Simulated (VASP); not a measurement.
# ZrC (P1) in VASP: further runs

ZrC is run at these levels: PBEsol+U; tasks: single point.

Program: VASP 6.6.1. These are calculated values, not measurements. Logs are shortened: lines on timing, memory, paths and dates and some standing lists are left out, and cuts for length are marked.

### 1 The cell of the first run

The typed cell holds 4 atoms: a = 3.391 Å, b = 3.391 Å, c = 5.290 Å, α = 90.00°, β = 90.00°, γ = 120.00°.

### 2 Single point, PBEsol+U

The input, INCAR:

```
SYSTEM = ZrC
PREC     = Accurate       ! precision mode
ENCUT    = 520            ! plane-wave cutoff, eV
EDIFF    = 1E-6           ! SCF threshold, eV
ISMEAR   = 1              ! smearing method
SIGMA    = 0.1            ! smearing width, eV
LREAL    = .FALSE.        ! projectors in reciprocal space
LASPH    = .TRUE.         ! aspherical terms in the spheres
NELM     = 150            ! most SCF steps
ALGO     = Normal         ! electronic algorithm
ISIF     = 2              ! what is computed and relaxed
LWAVE    = .FALSE.        ! write WAVECAR
LCHARG   = .FALSE.        ! write CHGCAR
LMAXMIX  = 4              ! l up to which the mixer works
LDAU     = .TRUE.         ! DFT+U
LDAUTYPE = 2            
LDAUL    = 2 -1           ! shell
LDAUU    = 5.3 0          ! U, eV
LDAUJ    = 0 0          
LDAUPRINT= 1            
GGA      = PS             ! functional
NBANDS   = 24             ! bands
```

The input, KPOINTS:

```
regular mesh
0
G
  7 7 4
  0 0 0
```

The input, POSCAR:

```
ZrC
1.0
    3.3914762718      0.0000000000      0.0000000000
   -1.6957381359      2.9371046077      0.0000000000
    0.0000000000      0.0000000000      5.2900530000
Zr C
2 2
Direct
    0.6564960000      0.3361750000      0.7457770000
    0.3534290000      0.6814770000      0.2533850000
   -0.0106820000     -0.0085700000      0.5010310000
    0.0019040000     -0.0091580000     -0.0024290000
```

Potentials or basis: VASP PAW PBE potentials, release 64 (Zr_sv, C).

Launch:

```console
$ cat potpaw_PBE.64/Zr_sv/POTCAR potpaw_PBE.64/C/POTCAR > POTCAR
$ mpirun -np 1 vasp_std > vasp.out
```

OUTCAR:

```text
SYSTEM = ZrC
   PREC = Accurate
   ENCUT = 520
   EDIFF = 1E-6
   ISMEAR = 1
   LREAL = .FALSE.
   LASPH = .TRUE.
   NELM = 150
   ISIF = 2
   GGA = PS

 ion  position               nearest neighbor table
   1  0.656  0.336  0.746-   3 2.32   4 2.34   4 2.34   3 2.35   3 2.37   4 2.43   2 3.23   2 3.24
                             2 3.29   2 3.30   2 3.31   2 3.38
   2  0.353  0.681  0.253-   3 2.28   4 2.34   4 2.37   3 2.38   3 2.41   4 2.44   1 3.23   1 3.24
                             1 3.29   1 3.30   1 3.31   1 3.38
   3  0.989  0.991  0.501-   2 2.28   1 2.32   1 2.35   1 2.37   2 2.38   2 2.41
   4  0.002  0.991  0.998-   2 2.34   1 2.34   1 2.34   2 2.37   1 2.43   2 2.44

  LATTYP: Found a hexagonal cell.
 ALAT       =     3.3914762718
 C/A-ratio  =     1.5598083478

  Lattice vectors:

 A1 = (   3.3914762718,   0.0000000000,   0.0000000000)
 A2 = (  -1.6957381359,   2.9371046077,   0.0000000000)
 A3 = (   0.0000000000,   0.0000000000,   5.2900530000)

Analysis of symmetry for initial positions (statically):
=====================================================================
 Subroutine PRICEL returns:
 Original cell was already a primitive cell.

 Routine SETGRP: Setting up the symmetry group for a
 hexagonal supercell.

 Subroutine GETGRP returns: Found  1 space group operations
 (whereof  1 operations were pure point group operations)
 out of a pool of 24 trial point group operations.

The static configuration has the point symmetry C_1 .

Analysis of symmetry for dynamics (positions and initial velocities):
=====================================================================
 Subroutine PRICEL returns:
 Original cell was already a primitive cell.

 Routine SETGRP: Setting up the symmetry group for a
 hexagonal supercell.

 Subroutine GETGRP returns: Found  1 space group operations
 (whereof  1 operations were pure point group operations)
 out of a pool of 24 trial point group operations.

The dynamic configuration has the point symmetry C_1 .

 Subroutine INISYM returns: Found  1 space group operations
 (whereof  1 operations are pure point group operations),
 and found     1 'primitive' translations

----------------------------------------------------------------------------------------

                                     Primitive cell

  volume of cell :      52.6949

  direct lattice vectors                    reciprocal lattice vectors
     3.391476272  0.000000000  0.000000000     0.294856847  0.170235680  0.000000000
    -1.695738136  2.937104608  0.000000000     0.000000000  0.340471360  0.000000000
     0.000000000  0.000000000  5.290053000     0.000000000  0.000000000  0.189034023

  length of vectors
     3.391476272  3.391476272  5.290053000     0.340471360  0.340471360  0.189034023

  position of ions in fractional coordinates (direct lattice)
     0.656496000  0.336175000  0.745777000
     0.353429000  0.681477000  0.253385000
     0.989318000  0.991430000  0.501031000
     0.001904000  0.990842000  0.997571000

  ion indices of the primitive-cell ions
   primitive index   ion index
                 1           1
                 2           2
                 3           3
                 4           4

----------------------------------------------------------------------------------------

 KPOINTS: regular mesh

Automatic generation of k-mesh.
 Grid dimensions read from file:
 generate k-points for:    7    7    4

 Generating k-lattice:

  Cartesian coordinates                     Fractional coordinates (reciprocal lattice)
     0.042122407  0.024319383  0.000000000     0.142857143 -0.000000000  0.000000000
     0.000000000  0.048638766  0.000000000     0.000000000  0.142857143  0.000000000
     0.000000000  0.000000000  0.047258506     0.000000000  0.000000000  0.250000000

  Length of vectors
     0.048638766  0.048638766  0.047258506

[... 64 lines left out ...]
   NELECT =      32.0000    total number of electrons
   NUPDOWN=      -1.0000    fix difference up-down
   EMIN   =  10.00;   EMAX   =-10.00  energy-range for DOS
   EFERMI =   0.00;   METHOD = LEGACY
   ISMEAR =     1;   SIGMA  =   0.10  broadening in eV -4-tet -1-fermi 0-gaus
   EFERMI_NEDOS =   21; number of points for ismear=-14 and -15
   IALGO  =     38    algorithm
   IMIX   =      4    mixing-type and parameters
     AMIX     =   0.40;   BMIX     =  1.00
     AMIX_MAG =   1.60;   BMIX_MAG =  1.00
  volume/ion in A,a.u.               =      13.17        88.90
  Fermi-wavevector in a.u.,A,eV,Ry     =   1.386337  2.619797 26.149441  1.921930
  Thomas-Fermi vector in A             =   2.510662
   LORBIT       =      0    0 simple, 1 ext, 2 COOP (PROOUT), +10 PAW based schemes
 LDA+U is selected, type is set to LDAUTYPE =  2
   angular momentum for each species LDAUL =     2   -1
   U (eV)           for each species LDAUU =   5.3  0.0
   J (eV)           for each species LDAUJ =   0.0  0.0
   GGA     = PS    functional components
   LHFCALC =     F    Hartree Fock is set to
   AEXX    =    0.0000 exact exchange contribution
   IVDW    =     0    specifies the selected vdW correction
   LEPSILON=     F    determine dielectric tensor
   LRPA    =     F    only Hartree local field effects (RPA)
 non-spin polarized calculation
 Methfessel and Paxton  Order N= 1 SIGMA  =   0.10
  energy-cutoff  :      520.00
  volume of cell :       52.69
 maximum number of plane-waves:      1435
 NGX is ok and might be reduce to    28
   NGX = 13   NGY = 13   NGZ = 19

atom =   1  type =  1  l = 2

 onsite density matrix

spin component  1

  0.1336 -0.0013 -0.0010 -0.0003 -0.0003
 -0.0013  0.1766  0.0002  0.0051 -0.0001
 -0.0010  0.0002  0.1064  0.0012  0.0004
 -0.0003  0.0051  0.0012  0.1691 -0.0015
 -0.0003 -0.0001  0.0004 -0.0015  0.1389

spin component  2

  0.1336 -0.0013 -0.0010 -0.0003 -0.0003
 -0.0013  0.1766  0.0002  0.0051 -0.0001
 -0.0010  0.0002  0.1064  0.0012  0.0004
 -0.0003  0.0051  0.0012  0.1691 -0.0015
 -0.0003 -0.0001  0.0004 -0.0015  0.1389

 occupancies and eigenvectors

  o =  0.1063  v =  0.0364 -0.0007  0.9991 -0.0194 -0.0138  0.0000  0.0000  0.0000  0.0000  0.0000      0.0000  0.0000  0.0000  0.0000  0.0000  0.0000  0.0000  0.0000  0.0000  0.0000
  o =  0.1063  v =  0.0000  0.0000  0.0000  0.0000  0.0000  0.0364 -0.0007  0.9991 -0.0194 -0.0138      0.0000  0.0000  0.0000  0.0000  0.0000  0.0000  0.0000  0.0000  0.0000  0.0000
  o =  0.1336  v =  0.9972  0.0301 -0.0353  0.0078  0.0582  0.0000  0.0000  0.0000  0.0000  0.0000      0.0000  0.0000  0.0000  0.0000  0.0000  0.0000  0.0000  0.0000  0.0000  0.0000
  o =  0.1336  v =  0.0000  0.0000  0.0000  0.0000  0.0000  0.9972  0.0301 -0.0353  0.0078  0.0582      0.0000  0.0000  0.0000  0.0000  0.0000  0.0000  0.0000  0.0000  0.0000  0.0000
  o =  0.1389  v =  0.0000  0.0000  0.0000  0.0000  0.0000  0.0578  0.0052 -0.0168 -0.0488 -0.9970      0.0000  0.0000  0.0000  0.0000  0.0000  0.0000  0.0000  0.0000  0.0000  0.0000
  o =  0.1389  v =  0.0578  0.0052 -0.0168 -0.0488 -0.9970  0.0000  0.0000  0.0000  0.0000  0.0000      0.0000  0.0000  0.0000  0.0000  0.0000  0.0000  0.0000  0.0000  0.0000  0.0000
  o =  0.1666  v =  0.0100 -0.4541  0.0159  0.8896 -0.0456  0.0000  0.0000  0.0000  0.0000  0.0000      0.0000  0.0000  0.0000  0.0000  0.0000  0.0000  0.0000  0.0000  0.0000  0.0000
  o =  0.1666  v =  0.0000  0.0000  0.0000  0.0000  0.0000  0.0100 -0.4541  0.0159  0.8896 -0.0456      0.0000  0.0000  0.0000  0.0000  0.0000  0.0000  0.0000  0.0000  0.0000  0.0000
  o =  0.1793  v =  0.0000  0.0000  0.0000  0.0000  0.0000 -0.0289  0.8905  0.0102  0.4536 -0.0194      0.0000  0.0000  0.0000  0.0000  0.0000  0.0000  0.0000  0.0000  0.0000  0.0000
  o =  0.1793  v = -0.0289  0.8905  0.0102  0.4536 -0.0194  0.0000  0.0000  0.0000  0.0000  0.0000      0.0000  0.0000  0.0000  0.0000  0.0000  0.0000  0.0000  0.0000  0.0000  0.0000

atom =   2  type =  1  l = 2

 onsite density matrix

spin component  1

  0.1386  0.0024 -0.0010  0.0005  0.0005
  0.0024  0.1626 -0.0002  0.0056 -0.0002
 -0.0010 -0.0002  0.1077 -0.0012 -0.0013
  0.0005  0.0056 -0.0012  0.1787  0.0021
  0.0005 -0.0002 -0.0013  0.0021  0.1331

spin component  2

  0.1386  0.0024 -0.0010  0.0005  0.0005
  0.0024  0.1626 -0.0002  0.0056 -0.0002
 -0.0010 -0.0002  0.1077 -0.0012 -0.0013
  0.0005  0.0056 -0.0012  0.1787  0.0021
  0.0005 -0.0002 -0.0013  0.0021  0.1331

 occupancies and eigenvectors

  o =  0.1076  v = -0.0320 -0.0001 -0.9981 -0.0148 -0.0506  0.0000  0.0000  0.0000  0.0000  0.0000      0.0000  0.0000  0.0000  0.0000  0.0000  0.0000  0.0000  0.0000  0.0000  0.0000
  o =  0.1076  v =  0.0000  0.0000  0.0000  0.0000  0.0000 -0.0320 -0.0001 -0.9981 -0.0148 -0.0506      0.0000  0.0000  0.0000  0.0000  0.0000  0.0000  0.0000  0.0000  0.0000  0.0000
  o =  0.1330  v = -0.1114  0.0237 -0.0460 -0.0483  0.9912  0.0000  0.0000  0.0000  0.0000  0.0000      0.0000  0.0000  0.0000  0.0000  0.0000  0.0000  0.0000  0.0000  0.0000  0.0000
  o =  0.1330  v =  0.0000  0.0000  0.0000  0.0000  0.0000 -0.1114  0.0237 -0.0460 -0.0483  0.9912      0.0000  0.0000  0.0000  0.0000  0.0000  0.0000  0.0000  0.0000  0.0000  0.0000
  o =  0.1385  v =  0.0000  0.0000  0.0000  0.0000  0.0000 -0.9883  0.0972  0.0372  0.0044 -0.1115      0.0000  0.0000  0.0000  0.0000  0.0000  0.0000  0.0000  0.0000  0.0000  0.0000
  o =  0.1385  v = -0.9883  0.0972  0.0372  0.0044 -0.1115  0.0000  0.0000  0.0000  0.0000  0.0000      0.0000  0.0000  0.0000  0.0000  0.0000  0.0000  0.0000  0.0000  0.0000  0.0000
  o =  0.1611  v =  0.0000  0.0000  0.0000  0.0000  0.0000  0.0950  0.9483  0.0027 -0.3017 -0.0266      0.0000  0.0000  0.0000  0.0000  0.0000  0.0000  0.0000  0.0000  0.0000  0.0000
  o =  0.1611  v =  0.0950  0.9483  0.0027 -0.3017 -0.0266  0.0000  0.0000  0.0000  0.0000  0.0000      0.0000  0.0000  0.0000  0.0000  0.0000  0.0000  0.0000  0.0000  0.0000  0.0000
  o =  0.1806  v = -0.0285 -0.3013  0.0172 -0.9520 -0.0416  0.0000  0.0000  0.0000  0.0000  0.0000      0.0000  0.0000  0.0000  0.0000  0.0000  0.0000  0.0000  0.0000  0.0000  0.0000
  o =  0.1806  v =  0.0000  0.0000  0.0000  0.0000  0.0000 -0.0285 -0.3013  0.0172 -0.9520 -0.0416      0.0000  0.0000  0.0000  0.0000  0.0000  0.0000  0.0000  0.0000  0.0000  0.0000

 number of electron      32.0000000 magnetization

 Free energy of the ion-electron system (eV)
  ---------------------------------------------------
  ext. energy  EPLUGINS =         0.00000000
  ---------------------------------------------------
  free energy    TOTEN  =       -33.40177413 eV

  energy without entropy =      -33.40189381  energy(sigma->0) =      -33.40181403

 E-fermi :  10.5125     XC(G=0): -12.2152

 val. band max:       10.4753024916   @ k =  -0.1429   0.2857   0.2500
 cond. band min:      10.5232065188   @ k =   0.1429  -0.0000   0.0000
 fundamental gap:      0.0479040272
 Fermi energy:        10.5125470052

 k-point     1 :       0.0000    0.0000    0.0000
  band No.  band energies     occupation
      1     -39.1638      2.00000
      2     -39.0464      2.00000
      3     -17.6680      2.00000
      4     -17.0234      2.00000
      5     -16.9798      2.00000
      6     -16.9007      2.00000
[... 637 lines left out ...]
     23      17.6240      0.00000
     24      17.6626      0.00000

 [... further k-points ...]

------------------------ aborting loop because EDIFF is reached ----------------------------------------

  FORCE on cell =-STRESS in cart. coord.  units (eV):
  Direction    XX          YY          ZZ          XY          YZ          ZX
  --------------------------------------------------------------------------------------
  -------------------------------------------------------------------------------------
  Total        1.9096536      1.8045731      4.0459610      0.1820949      0.0599433      0.1784980
  in kB       58.0626652     54.8677107    123.0166939      5.5365630      1.8225645      5.4271991
  external PRESSURE =      78.6490233 kB  Pullay stress =       0.0000000 kB

 VOLUME and BASIS-vectors are now :
 -----------------------------------------------------------------------------
  energy-cutoff  :      520.00
  volume of cell :       52.69
      direct lattice vectors                 reciprocal lattice vectors
     3.391476272  0.000000000  0.000000000     0.294856847  0.170235680  0.000000000
    -1.695738136  2.937104608  0.000000000     0.000000000  0.340471360  0.000000000
     0.000000000  0.000000000  5.290053000     0.000000000  0.000000000  0.189034023

 POSITION                                       TOTAL-FORCE (eV/Angst)
 -----------------------------------------------------------------------------------
      1.65643      0.98738      3.94520         0.628958     -0.505560      0.741834
      0.04304      2.00157      1.34042        -0.772770     -1.037788     -0.793094
      1.67404      2.91193      2.65048         0.313028      0.812364     -0.090008
     -1.67375      2.91021      5.27720        -0.169216      0.730985      0.141269
 -----------------------------------------------------------------------------------
    total drift:                                0.000023      0.000064     -0.000002

  FREE ENERGIE OF THE ION-ELECTRON SYSTEM (eV)
  ---------------------------------------------------
  free  energy   TOTEN  =       -33.4017741324 eV

  energy  without entropy=      -33.4018938121  energy(sigma->0) =      -33.40181403
```

Wall time 1.8 min (1 thread of Intel Xeon Platinum 8259CL at 2.50GHz (Skylake/Cascade Lake), shared host); peak memory 0.24 GiB.

Results:

| Quantity | Value |
| --- | --- |
| Free energy | -33.4018 eV |
| Pressure | 7.9 GPa |
| Largest force | 1.518 eV/Å |
| Band gap on the k mesh | zero (bands 16 and 17 overlap by 1.22 eV) |

Forces in eV/Å, atoms in the order of the input:
```
Zr   0.629 -0.506  0.742
Zr  -0.773 -1.038 -0.793
C    0.313  0.812 -0.090
C   -0.169  0.731  0.141
```

Stress tensor (GPa, compression positive):
```
 5.81  0.55  0.54
 0.55  5.49  0.18
 0.54  0.18 12.30
```

Eigenvalues of the final occupation matrices:
```
    site  spin  trace               eigenvalues
site 1 d     1   0.72  0.11 0.13 0.14 0.17 0.18
site 1 d     2   0.72  0.11 0.13 0.14 0.17 0.18
site 2 d     1   0.72  0.11 0.13 0.14 0.16 0.18
site 2 d     2   0.72  0.11 0.13 0.14 0.16 0.18
```

Caveat: the stress differs along the axes, from 5 to 12 GPa; the PAW data sets were made with another functional, which shifts forces and pressure a little; U without spin polarisation on a metal has little footing; the U is typed as a test and isn't derived for this compound.

### 3 Single point, PBEsol+U

INCAR is that of step 2.

The input, KPOINTS:

```
Automatic mesh
0
G
  8 8 5
  0 0 0
```

POSCAR is that of step 2.

Potentials or basis: VASP PAW PBE potentials, release 64 (Zr_sv, C).

Launch:

```console
$ cat potpaw_PBE.64/Zr_sv/POTCAR potpaw_PBE.64/C/POTCAR > POTCAR
$ mpirun -np 1 vasp_std > vasp.out
```

Wall time 2.9 min (1 thread of Intel Xeon Platinum 8259CL at 2.50GHz (Skylake/Cascade Lake), shared host); peak memory 0.3 GiB.

It converged, with:

| Item | Value |
| --- | --- |
| Free energy | -33.3862 eV |
| Pressure | 7.9 GPa |
| Largest force | 1.477 eV/Å |
| Band gap on the k mesh | zero (bands 16 and 17 overlap by 1.14 eV) |

Forces on the atoms (eV/Å):
```
Zr   0.613 -0.516  0.682
Zr  -0.761 -1.037 -0.726
C    0.287  0.822 -0.094
C   -0.139  0.731  0.138
```

Stress tensor (GPa, compression positive):
```
 6.10  0.47  0.55
 0.47  5.82  0.16
 0.55  0.16 11.90
```

Levels at points of the mesh, in eV from the Fermi level:
| k point | band 12 | band 13 | band 14 | band 15 | band 16 | band 17 | band 18 | band 19 | band 20 | band 21 |
| --- | --- | --- | --- | --- | --- | --- | --- | --- | --- | --- |
| (0.00, 0.00, 0.00) | -2.89 | -2.78 | -1.47 | -1.00 | 1.08 | 1.55 | 1.58 | 1.81 | 1.99 | 2.15 |
| (0.50, 0.00, 0.00) | -3.73 | -3.14 | -3.03 | -1.72 | -1.03 | 1.19 | 3.87 | 4.26 | 4.65 | 5.19 |
| (0.00, 0.50, 0.00) | -3.87 | -3.27 | -3.17 | -1.55 | -1.15 | 1.31 | 4.02 | 4.21 | 4.70 | 5.18 |
| (0.50, 0.50, 0.00) | -3.88 | -3.28 | -3.19 | -1.65 | -1.05 | 1.32 | 3.99 | 4.25 | 4.73 | 5.16 |

Eigenvalues of the final occupation matrices:
```
    site  spin  trace               eigenvalues
site 1 d     1   0.72  0.11 0.13 0.14 0.17 0.18
site 1 d     2   0.72  0.11 0.13 0.14 0.17 0.18
site 2 d     1   0.72  0.11 0.13 0.14 0.16 0.18
site 2 d     2   0.72  0.11 0.13 0.14 0.16 0.18
```

Caveat: the stress differs along the axes, from 6 to 12 GPa; the PAW data sets were made with another functional, which shifts forces and pressure a little; U without spin polarisation on a metal has little footing; the U is typed as a test and isn't derived for this compound.

The gap in the log of VASP goes by the Fermi energy; the results here count the filled bands.